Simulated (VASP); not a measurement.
A run of VASP 6.6.1:

File POSCAR:

```
NbTe
1.0
    0.0000000000      3.2243804805      3.2243804805
    3.2243804805      0.0000000000      3.2243804805
    3.2243804805      3.2243804805      0.0000000000
Nb Te
1 1
Direct
    0.0000000000      0.0000000000      0.0000000000
    0.2500000000      0.2500000000      0.2500000000
```

File INCAR.step1:

```
PREC = Accurate ; ENCUT = 520
ISMEAR = 0 ; SIGMA = 0.05
LREAL = F ; LASPH = T
NELM = 150 ; ISPIN = 2
MAGMOM = 1.81 0 ; LMAXMIX = 4
NBANDS = 20 ; GGA = PE
ALGO = Normal ; EDIFF = 1E-4
LWAVE = T ; LCHARG = F
```

The input INCAR.step2:

```
PREC = Accurate ; ENCUT = 520
EDIFF = 1E-7 ; ISMEAR = 0
SIGMA = 0.05 ; LREAL = F
LASPH = T ; NELM = 150
ALGO = Normal ; ISIF = 2
LWAVE = F ; LCHARG = F
ISPIN = 2 ; MAGMOM = 1.81 0
LORBIT = 11 ; LMAXMIX = 4
METAGGA = R2SCAN ; LMIXTAU = T
NBANDS = 20 ; ISTART = 1
```

KPOINTS

```
Automatic mesh
0
Gamma
  10 10 10
```

Potentials or basis: VASP PAW PBE potentials, release 64 (Nb_sv, Te).

Launch:

```sh
$ cat potpaw_PBE.64/Nb_sv/POTCAR potpaw_PBE.64/Te/POTCAR > POTCAR
$ cp INCAR.step1 INCAR
$ mpirun -np 1 vasp_std > vasp.out
$ cp INCAR.step2 INCAR
$ mpirun -np 1 vasp_std > vasp.out
```

Hardware: 1 thread of Intel(R) Xeon(R) 6975P-C (Granite Rapids), on a shared host.

Estimate the wall time of this run.

Run time: 3 min on 1 thread of Intel(R) Xeon(R) 6975P-C (Granite Rapids), on a shared host, peak memory 0.32 GiB. Counts: k points 47.
